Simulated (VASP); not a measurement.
# Al (Immm) in VASP: further runs

Runs on Al. Level: PBE. Tasks: single point.

Program: VASP 6.6.1. These are calculated values, not measurements. Logs are shortened: lines on timing, memory, paths and dates and some standing lists are left out, and cuts for length are marked.

## (1) The cell of the first run

The structure is orthorhombic, space group Immm (No. 71). Conventional cell: a = 3.041 Å, b = 3.235 Å, c = 3.429 Å, α = 90.00°, β = 90.00°, γ = 90.00°. Al (site symmetry mmm) has 14 Al at 2.80 to 3.43 Å within 3.7 Å.

## (2) Single point, PBE (strain -0.0600 x Voigt [1, -1, 0, 0, 0, 0])

File INCAR:

```
SYSTEM = Al
  PREC = Accurate
  ENCUT = 520
  EDIFF = 1E-6
  ISMEAR = 0
  SIGMA = 0.15
  LREAL = .False.
  LASPH = .True.
  NELM = 100
  ALGO = Fast
  ISIF = 2
  LWAVE = .False.
  LCHARG = .False.
  GGA = PE
  NBANDS = 8
```

File KPOINTS:

```
Automatic mesh
0
Gamma
  26 26 26
  0 0 0
```

File POSCAR:

```
Al
1.0
   -1.5204596084      1.7145608350      1.6175102217
    1.5204596084     -1.7145608350      1.6175102217
    1.5204596084      1.7145608350     -1.6175102217
Al
1
Direct
    0.0000000000      0.0000000000      0.0000000000
```

Potentials or basis: VASP PAW PBE potentials, release 64 (Al).

On the command line:

```bash
$ cat potpaw_PBE.64/Al/POTCAR > POTCAR
$ mpirun -np 1 vasp_std > vasp.out
```

OUTCAR:

```text
SYSTEM = Al
   PREC = Accurate
   ENCUT = 520
   EDIFF = 1E-6
   ISMEAR = 0
   LREAL = .False.
   LASPH = .True.
   NELM = 100
   ISIF = 2
   GGA = PE

 ion  position               nearest neighbor table
   1  0.000  0.000  0.000-

  LATTYP: Found a body centered orthorhombic cell.
 ALAT       =     3.0409192168
 B/A-ratio  =     1.0638297872
 C/A-ratio  =     1.1276595745

  Lattice vectors:

 A1 = (  -1.5204596084,  -1.7145608350,   1.6175102217)
 A2 = (   1.5204596084,  -1.7145608350,  -1.6175102217)
 A3 = (   1.5204596084,   1.7145608350,   1.6175102217)

Analysis of symmetry for initial positions (statically):
=====================================================================
 Subroutine PRICEL returns:
 Original cell was already a primitive cell.

 Routine SETGRP: Setting up the symmetry group for a
 body centered orthorhombic supercell.

 Subroutine GETGRP returns: Found  8 space group operations
 (whereof  8 operations were pure point group operations)
 out of a pool of  8 trial point group operations.

The static configuration has the point symmetry D_2h.

Analysis of symmetry for dynamics (positions and initial velocities):
=====================================================================
 Subroutine PRICEL returns:
 Original cell was already a primitive cell.

 Routine SETGRP: Setting up the symmetry group for a
 body centered orthorhombic supercell.

 Subroutine GETGRP returns: Found  8 space group operations
 (whereof  8 operations were pure point group operations)
 out of a pool of  8 trial point group operations.

The dynamic configuration has the point symmetry D_2h.

 Subroutine INISYM returns: Found  8 space group operations
 (whereof  8 operations are pure point group operations),
 and found     1 'primitive' translations

----------------------------------------------------------------------------------------

                                     Primitive cell

  volume of cell :      16.8669

  direct lattice vectors                    reciprocal lattice vectors
    -1.520459608  1.714560835  1.617510222     0.000000000  0.291619865  0.309117057
     1.520459608 -1.714560835  1.617510222     0.328847933  0.000000000  0.309117057
     1.520459608  1.714560835 -1.617510222     0.328847933  0.291619865  0.000000000

  length of vectors
     2.804969803  2.804969803  2.804969803     0.424965294  0.451325070  0.439526005

  position of ions in fractional coordinates (direct lattice)
     0.000000000  0.000000000  0.000000000

  ion indices of the primitive-cell ions
   primitive index   ion index
                 1           1

----------------------------------------------------------------------------------------

 KPOINTS: Automatic mesh

Automatic generation of k-mesh.
 Grid dimensions read from file:
 generate k-points for:   26   26   26

 Generating k-lattice:

  Cartesian coordinates                     Fractional coordinates (reciprocal lattice)
     0.000000000  0.011216149  0.011889118     0.038461538  0.000000000  0.000000000
     0.012647997  0.000000000  0.011889118    -0.000000000  0.038461538  0.000000000
     0.012647997  0.011216149  0.000000000    -0.000000000  0.000000000  0.038461538

  Length of vectors
     0.016344819  0.017358657  0.016904846

  Shift w.r.t. Gamma in fractional coordinates (k-lattice)
     0.000000000  0.000000000  0.000000000

 Subroutine IBZKPT returns following result:
 ===========================================

 Found   2471 irreducible k-points:

 Following reciprocal coordinates:
            Coordinates               Weight
  0.000000  0.000000  0.000000      1.000000
  0.038462  0.000000  0.000000      4.000000
  0.076923  0.000000  0.000000      4.000000
  0.115385 -0.000000  0.000000      4.000000
  0.153846  0.000000 -0.000000      4.000000
  0.192308  0.000000 -0.000000      4.000000
[... 16 lines left out ...]
  0.307692  0.038462  0.000000      8.000000
  0.346154  0.038462  0.000000      8.000000
 [... further k-points ...]
   k-points           NKPTS =   2471   k-points in BZ     NKDIM =   2471   number of bands    NBANDS=      8
   number of dos      NEDOS =    301   number of ions     NIONS =      1
   total plane-waves  NPLWV =  13824
   dimension x,y,z NGX =    24 NGY =   24 NGZ =   24
   dimension x,y,z NGXF=    48 NGYF=   48 NGZF=   48
   ions per type =               1
   NGX,Y,Z   is equivalent  to a cutoff of  14.22, 14.22, 14.22 a.u.
   NGXF,Y,Z  is equivalent  to a cutoff of  28.45, 28.45, 28.45 a.u.
 SYSTEM =  Al
   PREC   = accura    normal or accurate (medium, high low for compatibility)
   ISTART =      0    job   : 0-new  1-cont  2-samecut
   ICHARG =      2    charge: 1-file 2-atom 10-const
   ISPIN  =      1    spin polarized calculation?
   LNONCOLLINEAR =      F non collinear calculations
   LSORBIT =      F    spin-orbit coupling
   LASPH  =      T    aspherical Exc in radial PAW
   ENCUT  =  520.0 eV  38.22 Ry    6.18 a.u.   5.22  5.22  5.22*2*pi/ulx,y,z
   NELM   =    100;   NELMIN=  2; NELMDL= -5     # of ELM steps
   EDIFF  = 0.1E-05   stopping-criterion for ELM
   LREAL  =      F    real-space projection
   EDIFFG = 0.1E-04   stopping-criterion for IOM
   NSW    =      0    number of steps for IOM
   IBRION =     -1    ionic relax: 0-MD 1-quasi-New 2-CG
   NFREE  =      0    steps in history (QN), initial steepest desc. (CG)
   ISIF   =      2    stress and relaxation
   ISYM   =      2    0-nonsym 1-usesym 2-fastsym
   POTIM  = 0.5000    time-step for ionic-motion
   TEBEG  =    0.0;   TEEND  =   0.0 temperature during run
   PSTRESS=    0.0 pullay stress
   NELECT =       3.0000    total number of electrons
   NUPDOWN=      -1.0000    fix difference up-down
   EMIN   =  10.00;   EMAX   =-10.00  energy-range for DOS
   EFERMI =   0.00;   METHOD = LEGACY
   ISMEAR =     0;   SIGMA  =   0.15  broadening in eV -4-tet -1-fermi 0-gaus
   EFERMI_NEDOS =   21; number of points for ismear=-14 and -15
   IALGO  =     68    algorithm
   IMIX   =      4    mixing-type and parameters
     AMIX     =   0.40;   BMIX     =  1.00
     AMIX_MAG =   1.60;   BMIX_MAG =  1.00
  volume/ion in A,a.u.               =      16.87       113.82
  Fermi-wavevector in a.u.,A,eV,Ry     =   0.920669  1.739813 11.532732  0.847632
  Thomas-Fermi vector in A             =   2.046000
   LORBIT       =      0    0 simple, 1 ext, 2 COOP (PROOUT), +10 PAW based schemes
   GGA     = PE    functional components
   LHFCALC =     F    Hartree Fock is set to
   AEXX    =    0.0000 exact exchange contribution
   IVDW    =     0    specifies the selected vdW correction
   LEPSILON=     F    determine dielectric tensor
   LRPA    =     F    only Hartree local field effects (RPA)
 non-spin polarized calculation
 RMM-DIIS sequential band-by-band and
 Gauss-broadening in eV      SIGMA  =   0.15
  energy-cutoff  :      520.00
  volume of cell :       16.87
 maximum number of plane-waves:       467
 NGX is ok and might be reduce to    24
   NGX = 11   NGY = 11   NGZ = 11

 number of electron       3.0000000 magnetization

 Free energy of the ion-electron system (eV)
  ---------------------------------------------------
  ext. energy  EPLUGINS =         0.00000000
  ---------------------------------------------------
  free energy    TOTEN  =        -3.66540235 eV

  energy without entropy =       -3.66070449  energy(sigma->0) =       -3.66305342

 E-fermi :   7.7621     XC(G=0): -10.1202

 val. band max:        7.7602391602   @ k =  -0.3846   0.3846   0.2308
 cond. band min:       7.7647981688   @ k =   0.4615  -0.3077   0.2308
 fundamental gap:      0.0045590086
 Fermi energy:         7.7621112466

 k-point     1 :       0.0000    0.0000    0.0000
  band No.  band energies     occupation
      1      -3.2083      2.00000
      2      19.6207      0.00000
      3      21.1679      0.00000
      4      21.4740      0.00000
      5      21.5598      0.00000
      6      22.3912      0.00000
      7      22.5035      0.00000
      8      22.7848      0.00000

 k-point     2 :       0.0385    0.0000    0.0000
  band No.  band energies     occupation
      1      -3.1688      2.00000
      2      19.0098      0.00000
      3      20.9165      0.00000
      4      21.4567      0.00000
      5      21.6217      0.00000
      6      22.0614      0.00000
      7      22.6754      0.00000
      8      23.2723      0.00000

 k-point     3 :       0.0769    0.0000    0.0000
  band No.  band energies     occupation
      1      -3.0502      2.00000
      2      17.7389      0.00000
      3      20.3949      0.00000
      4      21.2794      0.00000
      5      21.5695      0.00000
      6      21.8168      0.00000
      7      22.8849      0.00000
      8      24.0727      0.00000

 k-point     4 :       0.1154   -0.0000    0.0000
  band No.  band energies     occupation
      1      -2.8527      2.00000
      2      16.2803      0.00000
      3      19.8303      0.00000
      4      21.0030      0.00000
      5      21.0742      0.00000
      6      21.9274      0.00000
      7      23.0175      0.00000
      8      23.8935      0.00000

 k-point     5 :       0.1538    0.0000   -0.0000
  band No.  band energies     occupation
      1      -2.5767      2.00000
      2      14.7819      0.00000
      3      19.2938      0.00000
      4      20.4137      0.00000
      5      20.8358      0.00000
      6      21.8698      0.00000
      7      23.1138      0.00000
      8      23.7155      0.00000
[... 177 lines left out ...]
 k-point    22 :       0.2692    0.0385    0.0000
  band No.  band energies     occupation
      1      -0.9496      2.00000
      2       9.7602      0.00000
      3      17.5716      0.00000
      4      17.9897      0.00000
      5      20.5394      0.00000
      6      20.7572      0.00000
      7      23.3286      0.00000
      8      25.8483      0.00000

 k-point    23 :       0.3077    0.0385    0.0000
  band No.  band energies     occupation
      1      -0.3253      2.00000
      2       8.4485      0.00000
      3      17.2115      0.00000
      4      17.6904      0.00000
      5      20.2971      0.00000
      6      20.5123      0.00000
      7      23.6396      0.00000
      8      26.5242      0.00000

 k-point    24 :       0.3462    0.0385    0.0000
  band No.  band energies     occupation
      1       0.3738      2.00000
      2       7.1982      2.00000
      3      16.9054      0.00000
      4      17.4658      0.00000
      5      20.0111      0.00000
      6      20.3798      0.00000
      7      24.0572      0.00000
      8      27.2349      0.00000

 [... further k-points ...]
[... 5 lines left out ...]
  --------------------------------------------------------------------------------------
  -------------------------------------------------------------------------------------
  Total       -0.1617641      0.2311371     -0.0427128      0.0000000      0.0000000     -0.0000000
  in kB      -15.3658960     21.9556069     -4.0572710      0.0000000      0.0000000     -0.0000000
  external PRESSURE =       0.8441467 kB  Pullay stress =       0.0000000 kB

 VOLUME and BASIS-vectors are now :
 -----------------------------------------------------------------------------
  energy-cutoff  :      520.00
  volume of cell :       16.87
      direct lattice vectors                 reciprocal lattice vectors
    -1.520459608  1.714560835  1.617510222     0.000000000  0.291619865  0.309117057
     1.520459608 -1.714560835  1.617510222     0.328847933  0.000000000  0.309117057
     1.520459608  1.714560835 -1.617510222     0.328847933  0.291619865  0.000000000

 POSITION                                       TOTAL-FORCE (eV/Angst)
 -----------------------------------------------------------------------------------
      0.00000      0.00000      0.00000         0.000000      0.000000      0.000000
 -----------------------------------------------------------------------------------
    total drift:                                0.000000      0.000000      0.000000

  FREE ENERGIE OF THE ION-ELECTRON SYSTEM (eV)
  ---------------------------------------------------
  free  energy   TOTEN  =        -3.6654023517 eV

  energy  without entropy=       -3.6607044868  energy(sigma->0) =       -3.66305342
```

Run time: 12 min. Hardware: 1 thread of AMD EPYC 7R43 (Zen 3), shared host; peak memory 0.33 GiB.

Results:

```
Free energy            : -3.6654 eV
Pressure               : 0.1 GPa
Band gap on the k mesh : zero (an odd number of electrons rules out a gap without spin polarisation)
```

Stress tensor (GPa, compression positive):
```
-1.54  0.00  0.00
 0.00  2.20  0.00
 0.00  0.00 -0.41
```

Caveat: the cell differs from its parent crystal (strain -0.0600 x Voigt [1, -1, 0, 0, 0, 0]).

## (3) Single point, PBE (strain +0.0375 x Voigt [1, -1, 0, 0, 0, 0])

File INCAR:

```
PREC     = Accurate       # precision mode
ENCUT    = 520            # plane-wave cutoff, eV
EDIFF    = 1E-7           # SCF threshold, eV
ISMEAR   = 0              # smearing method
SIGMA    = 0.15           # smearing width, eV
LREAL    = F              # projectors in reciprocal space
LASPH    = T              # aspherical terms in the spheres
NELM     = 60             # most SCF steps
ALGO     = Fast           # electronic algorithm
ISIF     = 2              # what is computed and relaxed
LWAVE    = F              # write WAVECAR
LCHARG   = F              # write CHGCAR
GGA      = PE             # functional
NBANDS   = 8              # bands
```

File KPOINTS:

```
regular mesh
0
Gamma
  26 26 26
```

File POSCAR:

```
Al
1.0
   -1.6781668550      1.5568535884      1.6175102217
    1.6781668550     -1.5568535884      1.6175102217
    1.6781668550      1.5568535884     -1.6175102217
Al
1
Direct
    0.0000000000      0.0000000000      0.0000000000
```

Potentials or basis: VASP PAW PBE potentials, release 64 (Al).

On the command line:

```bash
$ cat potpaw_PBE.64/Al/POTCAR > POTCAR
$ mpirun -np 1 vasp_std > vasp.out
```

Wall time 8.4 min (1 thread of AMD EPYC 7R43 (Zen 3), shared host); peak memory 0.34 GiB.

The run converged. Its results:

| Item | Value |
| --- | --- |
| Free energy | -3.6578 eV |
| Pressure | 0.0 GPa |
| Band gap on the k mesh | zero (an odd number of electrons rules out a gap without spin polarisation) |

Stress tensor (GPa, compression positive):
```
 1.38  0.00  0.00
 0.00 -1.24  0.00
 0.00  0.00 -0.16
```

Levels at points of the mesh, in eV from the Fermi level:
```
           k point  band 1  band 2  band 3  band 4  band 5
(0.00, 0.00, 0.00)  -10.96   12.31   13.23   13.96   14.03
(0.50, 0.00, 0.00)   -4.03   -3.47    7.36    7.51    8.96
(0.00, 0.50, 0.00)   -4.39   -4.16    8.75    9.06   10.75
(0.50, 0.50, 0.00)   -4.21   -3.79    8.01    8.23    9.81
(0.50, 0.50, 0.50)    0.87    1.83    2.51    2.91    3.22
```

Caveat: the cell differs from its parent crystal (strain +0.0375 x Voigt [1, -1, 0, 0, 0, 0]).
